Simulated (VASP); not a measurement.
Here is a VASP 6.6.1 calculation.

The input POSCAR:

```
WSe2
1.0
    3.2972133755      0.0000000000      0.0000000000
   -1.6486066877      2.8554705449      0.0000000000
    0.0000000000      0.0000000000      7.1842732350
W Se
1 2
Direct
    0.0000000000      0.0000000000      0.0000000000
    0.3333333333      0.6666666667      0.2319179705
    0.3333333333      0.6666666667      0.7680820295
```

Contents of INCAR.step1:

```
SYSTEM = WSe2
PREC = Accurate
ENCUT = 500
EDIFF = 1E-8
ISMEAR = 0
SIGMA = 0.01
LREAL = .False.
LASPH = .True.
NELM = 100
ALGO = Normal
LWAVE = .True.
LCHARG = .False.
```

The input INCAR.step2:

```
SYSTEM = WSe2
PREC = Accurate
ENCUT = 500
EDIFF = 1E-8
ISMEAR = 0
SIGMA = 0.01
LREAL = .False.
LASPH = .True.
NELM = 1
ALGO = Exact
LWAVE = .True.
LCHARG = .False.
NBANDS = 73
LOPTICS = .True.
ISTART = 1
```

INCAR.step3

```
SYSTEM = WSe2
PREC = Accurate
ENCUT = 500
EDIFF = 1E-8
ISMEAR = 0
SIGMA = 0.01
LREAL = .False.
LASPH = .True.
ALGO = EVGW0
LWAVE = .False.
LCHARG = .False.
NELMGW = 1
NBANDS = 73
ENCUTGW = 80.0
NOMEGA = 96
PRECFOCK = Fast
ISTART = 1
NBANDSGW = 21
OMEGAMAX = 30
```

KPOINTS

```
regular mesh
0
Gamma
  6 6 2
  0 0 0
```

Potentials or basis: VASP PAW LDA potentials, release 64 (W_sv_GW, Se_GW).

The run is started by

```sh
$ cat potpaw_LDA.64/W_sv_GW/POTCAR potpaw_LDA.64/Se_GW/POTCAR > POTCAR
$ cp INCAR.step1 INCAR
$ mpirun -np 1 vasp_std > vasp.out
$ cp INCAR.step2 INCAR
$ mpirun -np 1 vasp_std > vasp.out
$ cp INCAR.step3 INCAR
$ mpirun -np 1 vasp_std > vasp.out
```

Estimate the quasiparticle gap.

1.64 eV.

What does it give for the least direct quasiparticle gap?

2.06 eV.

What does it give for the least direct gap of the starting levels on the mesh?

1.54 eV.

What does it give for the band gap of the starting levels on the mesh?

1.30 eV.

Caveat: the k points lie up to 0.44 Å⁻¹ apart; bands, screening cutoff and mesh are small and nothing is extrapolated, so the quasiparticle values aren't converged; spin-orbit coupling is left out, which moves the levels of the heavy elements.
